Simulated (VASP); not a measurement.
# MnS (P6_3mc) in VASP: notebook

The runs below take MnS through single point, with PBE.

Everything below comes from runs of VASP 6.6.1. Logs are shortened: lines on timing, memory, paths and dates and some standing lists are left out, and cuts for length are marked.

### 1 The cell of the first run

It takes space group P6_3mc (No. 186, hexagonal). The conventional cell has a = 3.976 Å, b = 3.976 Å, c = 6.432 Å, α = 90.00°, β = 90.00°, γ = 120.00°. Within 3.2 Å of Mn (site symmetry 3m) lie 4 S at 2.41 to 2.48 Å. S (site symmetry 3m) has 4 Mn at 2.41 to 2.48 Å within 3.2 Å.

### 2 Single point, PBE

The input, INCAR:

```
  ALGO = Normal
  EDIFF = 1E-6
  ENCUT = 520
  GGA = PE
  ISIF = 2
  ISMEAR = -1
  LASPH = T
  LCHARG = F
  LREAL = F
  LWAVE = F
  NBANDS = 27
  NELM = 80
  PREC = Accurate
  SIGMA = 0.03
```

The input, KPOINTS:

```
k-points
0
Gamma
  6 6 3
```

The input, POSCAR:

```
MnS
1.0
    3.9760013000      0.0000000000      0.0000000000
   -1.9880006500      3.4433181300      0.0000000000
    0.0000000000      0.0000000000      6.4320000000
Mn S
2 2
Direct
    0.3333333300      0.6666666700      0.0000000000
    0.6666666700      0.3333333300      0.5000000000
    0.3333333300      0.6666666700      0.3850000000
    0.6666666700      0.3333333300      0.8850000000
```

Potentials or basis: VASP PAW PBE potentials, release 64 (Mn_pv, S).

Command:

```console
> cat potpaw_PBE.64/Mn_pv/POTCAR potpaw_PBE.64/S/POTCAR > POTCAR
> mpirun -np 1 vasp_std > vasp.out
```

OUTCAR:

```text
EDIFF = 1E-6
   ENCUT = 520
   GGA = PE
   ISIF = 2
   ISMEAR = -1
   LASPH = T
   LREAL = F
   NELM = 80
   PREC = Accurate

 ion  position               nearest neighbor table
   1  0.333  0.667  0.000-   4 2.41   4 2.41   4 2.41   3 2.48
   2  0.667  0.333  0.500-   3 2.41   3 2.41   3 2.41   4 2.48
   3  0.333  0.667  0.385-   2 2.41   2 2.41   2 2.41   1 2.48
   4  0.667  0.333  0.885-   1 2.41   1 2.41   1 2.41   2 2.48

  LATTYP: Found a hexagonal cell.
 ALAT       =     3.9760013000
 C/A-ratio  =     1.6177057085

  Lattice vectors:

 A1 = (   3.9760013000,   0.0000000000,   0.0000000000)
 A2 = (  -1.9880006500,   3.4433181300,   0.0000000000)
 A3 = (   0.0000000000,   0.0000000000,   6.4320000000)

Analysis of symmetry for initial positions (statically):
=====================================================================
 Subroutine PRICEL returns:
 Original cell was already a primitive cell.

 Routine SETGRP: Setting up the symmetry group for a
 hexagonal supercell.

 Subroutine GETGRP returns: Found 12 space group operations
 (whereof  6 operations were pure point group operations)
 out of a pool of 24 trial point group operations.

The static configuration has the point symmetry C_3v.
 The point group associated with its full space group is C_6v.

Analysis of symmetry for dynamics (positions and initial velocities):
=====================================================================
 Subroutine PRICEL returns:
 Original cell was already a primitive cell.

 Routine SETGRP: Setting up the symmetry group for a
 hexagonal supercell.

 Subroutine GETGRP returns: Found 12 space group operations
 (whereof  6 operations were pure point group operations)
 out of a pool of 24 trial point group operations.

The dynamic configuration has the point symmetry C_3v.
 The point group associated with its full space group is C_6v.

 Subroutine INISYM returns: Found 12 space group operations
 (whereof  6 operations are pure point group operations),
 and found     1 'primitive' translations

----------------------------------------------------------------------------------------

                                     Primitive cell

  volume of cell :      88.0582

  direct lattice vectors                    reciprocal lattice vectors
     3.976001300  0.000000000  0.000000000     0.251508972  0.145208773  0.000000000
    -1.988000650  3.443318130  0.000000000     0.000000000  0.290417546  0.000000000
     0.000000000  0.000000000  6.432000000     0.000000000  0.000000000  0.155472637

  length of vectors
     3.976001300  3.976001299  6.432000000     0.290417546  0.290417546  0.155472637

  position of ions in fractional coordinates (direct lattice)
     0.333333330  0.666666670  0.000000000
     0.666666670  0.333333330  0.500000000
     0.333333330  0.666666670  0.385000000
     0.666666670  0.333333330  0.885000000

  ion indices of the primitive-cell ions
   primitive index   ion index
                 1           1
                 2           2
                 3           3
                 4           4

----------------------------------------------------------------------------------------

 KPOINTS: k-points

Automatic generation of k-mesh.
 Grid dimensions read from file:
 generate k-points for:    6    6    3

 Generating k-lattice:

  Cartesian coordinates                     Fractional coordinates (reciprocal lattice)
     0.041918162  0.024201462  0.000000000     0.166666667  0.000000000  0.000000000
     0.000000000  0.048402924  0.000000000     0.000000000  0.166666667  0.000000000
     0.000000000  0.000000000  0.051824212     0.000000000  0.000000000  0.333333333

  Length of vectors
     0.048402924  0.048402924  0.051824212

  Shift w.r.t. Gamma in fractional coordinates (k-lattice)
     0.000000000  0.000000000  0.000000000

 Subroutine IBZKPT returns following result:
 ===========================================

 Found     14 irreducible k-points:

 Following reciprocal coordinates:
            Coordinates               Weight
  0.000000  0.000000  0.000000      1.000000
  0.166667 -0.000000  0.000000      6.000000
  0.333333  0.000000  0.000000      6.000000
  0.500000 -0.000000  0.000000      3.000000
  0.166667  0.166667  0.000000      6.000000
  0.333333  0.166667  0.000000     12.000000
  0.333333  0.333333  0.000000      2.000000
  0.000000  0.000000  0.333333      2.000000
  0.166667 -0.000000  0.333333     12.000000
  0.333333  0.000000  0.333333     12.000000
  0.500000 -0.000000  0.333333      6.000000
  0.166667  0.166667  0.333333     12.000000
  0.333333  0.166667  0.333333     24.000000
  0.333333  0.333333  0.333333      4.000000
   k-points           NKPTS =     14   k-points in BZ     NKDIM =     14   number of bands    NBANDS=     27
   number of dos      NEDOS =    301   number of ions     NIONS =      4
   total plane-waves  NPLWV =  43200
   dimension x,y,z NGX =    30 NGY =   30 NGZ =   48
   dimension x,y,z NGXF=    60 NGYF=   60 NGZF=   96
   ions per type =               2   2
   NGX,Y,Z   is equivalent  to a cutoff of  12.54, 12.54, 12.41 a.u.
   NGXF,Y,Z  is equivalent  to a cutoff of  25.09, 25.09, 24.81 a.u.
 SYSTEM =  unknown system
   PREC   = accura    normal or accurate (medium, high low for compatibility)
   ISTART =      0    job   : 0-new  1-cont  2-samecut
   ICHARG =      2    charge: 1-file 2-atom 10-const
   ISPIN  =      1    spin polarized calculation?
   LNONCOLLINEAR =      F non collinear calculations
   LSORBIT =      F    spin-orbit coupling
   LASPH  =      T    aspherical Exc in radial PAW
   ENCUT  =  520.0 eV  38.22 Ry    6.18 a.u.   7.39  7.39 11.96*2*pi/ulx,y,z
   NELM   =     80;   NELMIN=  2; NELMDL= -5     # of ELM steps
   EDIFF  = 0.1E-05   stopping-criterion for ELM
   LREAL  =      F    real-space projection
   EDIFFG = 0.1E-04   stopping-criterion for IOM
   NSW    =      0    number of steps for IOM
   IBRION =     -1    ionic relax: 0-MD 1-quasi-New 2-CG
   NFREE  =      0    steps in history (QN), initial steepest desc. (CG)
   ISIF   =      2    stress and relaxation
   ISYM   =      2    0-nonsym 1-usesym 2-fastsym
   POTIM  = 0.5000    time-step for ionic-motion
   TEBEG  =    0.0;   TEEND  =   0.0 temperature during run
   PSTRESS=    0.0 pullay stress
   NELECT =      38.0000    total number of electrons
   NUPDOWN=      -1.0000    fix difference up-down
   EMIN   =  10.00;   EMAX   =-10.00  energy-range for DOS
   EFERMI =   0.00;   METHOD = LEGACY
   ISMEAR =    -1;   SIGMA  =   0.03  broadening in eV -4-tet -1-fermi 0-gaus
   EFERMI_NEDOS =   21; number of points for ismear=-14 and -15
   IALGO  =     38    algorithm
   IMIX   =      4    mixing-type and parameters
     AMIX     =   0.40;   BMIX     =  1.00
     AMIX_MAG =   1.60;   BMIX_MAG =  1.00
  volume/ion in A,a.u.               =      22.01       148.56
  Fermi-wavevector in a.u.,A,eV,Ry     =   1.237123  2.337823 20.823345  1.530473
  Thomas-Fermi vector in A             =   2.371703
   LORBIT       =      0    0 simple, 1 ext, 2 COOP (PROOUT), +10 PAW based schemes
   GGA     = PE    functional components
   LHFCALC =     F    Hartree Fock is set to
   AEXX    =    0.0000 exact exchange contribution
   IVDW    =     0    specifies the selected vdW correction
   LEPSILON=     F    determine dielectric tensor
   LRPA    =     F    only Hartree local field effects (RPA)
 non-spin polarized calculation
  energy-cutoff  :      520.00
  volume of cell :       88.06
 maximum number of plane-waves:      2418
 NGX is ok and might be reduce to    30
   NGX = 15   NGY = 15   NGZ = 23

 number of electron      37.9999992 magnetization

 Free energy of the ion-electron system (eV)
  ---------------------------------------------------
  ext. energy  EPLUGINS =         0.00000000
  ---------------------------------------------------
  free energy    TOTEN  =       -24.79640185 eV

  energy without entropy =      -24.77299111  energy(sigma->0) =      -24.78469648

 E-fermi :   3.8187     XC(G=0):  -9.3934

 val. band max:        3.8059602408   @ k =   0.3333   0.0000   0.0000
 cond. band min:       3.8402002609   @ k =   0.3333   0.3333   0.3333
 fundamental gap:      0.0342400200
 Fermi energy:         3.8187331151

 k-point     1 :       0.0000    0.0000    0.0000
  band No.  band energies     occupation
      1     -43.9081      2.00000
      2     -43.9042      2.00000
      3     -43.8784      2.00000
      4     -43.8784      2.00000
      5     -43.8778      2.00000
      6     -43.8777      2.00000
[... 19 lines left out ...]
     26       7.6317      0.00000
     27      10.6743      0.00000

 k-point     2 :       0.1667   -0.0000    0.0000
  band No.  band energies     occupation
      1     -43.9078      2.00000
      2     -43.9043      2.00000
      3     -43.8791      2.00000
      4     -43.8786      2.00000
      5     -43.8785      2.00000
      6     -43.8779      2.00000
[... 19 lines left out ...]
     26       8.4678      0.00000
     27       9.9529      0.00000

 k-point     3 :       0.3333    0.0000    0.0000
  band No.  band energies     occupation
      1     -43.9071      2.00000
      2     -43.9048      2.00000
      3     -43.8806      2.00000
      4     -43.8801      2.00000
      5     -43.8791      2.00000
      6     -43.8782      2.00000
[... 19 lines left out ...]
     26       8.7691      0.00000
     27       9.5560      0.00000

 k-point     4 :       0.5000   -0.0000    0.0000
  band No.  band energies     occupation
      1     -43.9065      2.00000
      2     -43.9052      2.00000
      3     -43.8813      2.00000
      4     -43.8808      2.00000
      5     -43.8793      2.00000
      6     -43.8784      2.00000
[... 19 lines left out ...]
     26       8.6137      0.00000
     27       9.2706      0.00000
[... 216 lines left out ...]
      4     -43.8797      2.00000
      5     -43.8788      2.00000
      6     -43.8785      2.00000
[... 19 lines left out ...]
     26       9.2315      0.00000
     27       9.7258      0.00000

 k-point    13 :       0.3333    0.1667    0.3333
  band No.  band energies     occupation
      1     -43.9062      2.00000
      2     -43.9056      2.00000
      3     -43.8808      2.00000
      4     -43.8806      2.00000
      5     -43.8794      2.00000
      6     -43.8790      2.00000
[... 19 lines left out ...]
     26       9.2131      0.00000
     27       9.9248      0.00000

 k-point    14 :       0.3333    0.3333    0.3333
  band No.  band energies     occupation
      1     -43.9059      2.00000
      2     -43.9059      2.00000
      3     -43.8805      2.00000
      4     -43.8805      2.00000
      5     -43.8801      2.00000
      6     -43.8796      2.00000
[... 19 lines left out ...]
     26       9.4491      0.00000
     27       9.4939      0.00000

------------------------ aborting loop because EDIFF is reached ----------------------------------------

  FORCE on cell =-STRESS in cart. coord.  units (eV):
  Direction    XX          YY          ZZ          XY          YZ          ZX
  --------------------------------------------------------------------------------------
  -------------------------------------------------------------------------------------
  Total      -11.3354948    -11.3354948    -10.6528702     -0.0000000      0.0000000      0.0000000
  in kB     -206.2440189   -206.2440187   -193.8239842     -0.0000000      0.0000000      0.0000000
  external PRESSURE =    -202.1040073 kB  Pullay stress =       0.0000000 kB

 VOLUME and BASIS-vectors are now :
 -----------------------------------------------------------------------------
  energy-cutoff  :      520.00
  volume of cell :       88.06
      direct lattice vectors                 reciprocal lattice vectors
     3.976001300  0.000000000  0.000000000     0.251508972  0.145208773  0.000000000
    -1.988000650  3.443318130  0.000000000     0.000000000  0.290417546  0.000000000
     0.000000000  0.000000000  6.432000000     0.000000000  0.000000000  0.155472637

 POSITION                                       TOTAL-FORCE (eV/Angst)
 -----------------------------------------------------------------------------------
     -0.00000      2.29555      0.00000        -0.000000     -0.000000      0.165254
      1.98800      1.14777      3.21600         0.000000      0.000000      0.165254
     -0.00000      2.29555      2.47632         0.000000     -0.000000     -0.165254
      1.98800      1.14777      5.69232        -0.000000      0.000000     -0.165254
 -----------------------------------------------------------------------------------
    total drift:                               -0.000020      0.000011      0.000115

  FREE ENERGIE OF THE ION-ELECTRON SYSTEM (eV)
  ---------------------------------------------------
  free  energy   TOTEN  =       -24.7964018473 eV

  energy  without entropy=      -24.7729911053  energy(sigma->0) =      -24.78469648
```

Wall time 26 s (1 thread of Intel Xeon 6975P-C (Granite Rapids), shared host); peak memory 0.2 GiB.

What came out:

```
Free energy            : -24.7964 eV
Pressure               : -20.2 GPa
Largest force          : 0.165 eV/Å
Band gap on the k mesh : zero (band 19 reaches 4.14 eV, above the bottom of band 20 at 3.63 eV)
```

Forces in eV/Å, atoms in the order of the input:
```
Mn   0.000  0.000  0.165
Mn   0.000  0.000  0.165
S    0.000  0.000 -0.165
S    0.000  0.000 -0.165
```

Caveat: the run has no spin polarisation, though such a crystal can be magnetic; semilocal functionals often make such compounds metallic where correlation or magnetic order opens a gap, which also shifts bond lengths. Spin polarisation is off, so any magnetic state and its effect on volume and gap are missing.

### 3 Single point, PBE, collinear spin, ferromagnetic start

The input, INCAR:

```
ALGO = Normal
EDIFF = 1E-6
ENCUT = 520
GGA = PE
ISIF = 2
ISMEAR = -1
ISPIN = 2
LASPH = True
LCHARG = False
LMAXMIX = 4
LORBIT = 11
LREAL = False
LWAVE = False
MAGMOM = 4.5 4.5 0 0
NBANDS = 31
NELM = 150
PREC = Accurate
SIGMA = 0.03
```

KPOINTS is that of step 2.

POSCAR is that of step 2.

Potentials or basis: VASP PAW PBE potentials, release 64 (Mn_pv, S).

Command:

```console
> cat potpaw_PBE.64/Mn_pv/POTCAR potpaw_PBE.64/S/POTCAR > POTCAR
> mpirun -np 1 vasp_std > vasp.out
```

It took 59 s on 1 thread of Intel Xeon 6975P-C (Granite Rapids), shared host; peak memory 0.25 GiB.

Results (log left out):

* Free energy: -28.1801 eV
* Pressure: 1.4 GPa
* Largest force: 0.190 eV/Å
* Net moment: 9.94 μB per cell
* Site moments: Mn +4.36; S +0.10 μB
* Valence electrons inside the program's atomic spheres: Mn 11.37; S 3.77

Forces on the atoms (eV/Å):
```
Mn   0.000  0.000  0.190
Mn   0.000  0.000  0.190
S    0.000  0.000 -0.190
S    0.000  0.000 -0.190
```

Stress tensor (GPa, compression positive):
```
2.01 0.00 0.00
0.00 2.01 0.00
0.00 0.00 0.13
```

Levels at points of the mesh, in eV from the Fermi level:
Spin up:
```csv
k point,band 21,band 22,band 23,band 24,band 25,band 26,band 27,band 28
"(0.00, 0.00, 0.00)",-0.73,-0.05,0.19,0.19,1.00,2.58,5.67,5.67
"(0.50, 0.00, 0.00)",-2.49,-2.22,-1.24,-0.95,3.42,3.57,4.26,6.26
```
Spin down:
| k point | band 12 | band 13 | band 14 | band 15 | band 16 | band 17 |
| --- | --- | --- | --- | --- | --- | --- |
| (0.00, 0.00, 0.00) | -3.37 | -3.37 | -3.16 | 0.55 | 0.55 | 0.99 |
| (0.50, 0.00, 0.00) | -3.46 | -3.36 | -3.25 | 0.06 | 0.41 | 0.66 |

Caveat: semilocal functionals often make such compounds metallic where correlation or magnetic order opens a gap, which also shifts bond lengths; only a ferromagnetic start was run, and an antiferromagnetic order may lie lower in energy. With open d or f shells a metallic result of PBE can be an artefact of self-interaction; +U or a hybrid may open a gap.

### 4 Single point, PBE, collinear spin, ferromagnetic start

The input, INCAR:

```
  PREC = Accurate
  ENCUT = 520
  EDIFF = 1E-6
  ISMEAR = -1
  SIGMA = 0.03
  LREAL = False
  LASPH = True
  NELM = 150
  ALGO = Normal
  ISIF = 2
  LWAVE = False
  LCHARG = False
  ISPIN = 2
  MAGMOM = 4.59 4.59 0.15 0.15
  LORBIT = 11
  LMAXMIX = 4
  GGA = PE
  NBANDS = 31
```

The input, KPOINTS:

```
Automatic mesh
0
Gamma
  6 6 3
```

POSCAR is that of step 3.

Command:

```console
> cat potpaw_PBE.64/Mn_pv/POTCAR potpaw_PBE.64/S/POTCAR > POTCAR
> mpirun -np 1 vasp_std > vasp.out
```

It took 58 s on 1 thread of Intel Xeon 6975P-C (Granite Rapids), shared host; peak memory 0.25 GiB.

It converged, with:

| Quantity | Value |
| --- | --- |
| Free energy | -28.1801 eV |
| Pressure | 1.4 GPa |
| Largest force | 0.190 eV/Å |
| Net moment | 9.94 μB per cell |
| Site moments | Mn +4.36; S +0.10 μB |
| Valence electrons inside the program's atomic spheres | Mn 11.37; S 3.77 |

Forces in eV/Å, atoms in the order of the input:
```
Mn   0.000  0.000  0.190
Mn   0.000  0.000  0.190
S    0.000  0.000 -0.190
S    0.000  0.000 -0.190
```

Stress tensor (GPa, compression positive):
```
2.01 0.00 0.00
0.00 2.01 0.00
0.00 0.00 0.13
```

Levels at points of the mesh, in eV from the Fermi level:
Spin up:
```tsv
k point	band 21	band 22	band 23	band 24	band 25	band 26	band 27	band 28
(0.00, 0.00, 0.00)	-0.73	-0.05	0.19	0.19	1.00	2.58	5.67	5.67
(0.50, 0.00, 0.00)	-2.49	-2.22	-1.24	-0.95	3.42	3.57	4.26	6.26
```
Spin down:
| k point | band 12 | band 13 | band 14 | band 15 | band 16 | band 17 |
| --- | --- | --- | --- | --- | --- | --- |
| (0.00, 0.00, 0.00) | -3.37 | -3.37 | -3.16 | 0.55 | 0.55 | 0.99 |
| (0.50, 0.00, 0.00) | -3.46 | -3.36 | -3.25 | 0.06 | 0.41 | 0.66 |

Caveat: semilocal functionals often make such compounds metallic where correlation or magnetic order opens a gap, which also shifts bond lengths; only a ferromagnetic start was run, and an antiferromagnetic order may lie lower in energy. With open d or f shells a metallic result of PBE can be an artefact of self-interaction; +U or a hybrid may open a gap.

(Part 1 of 2 ends here.)
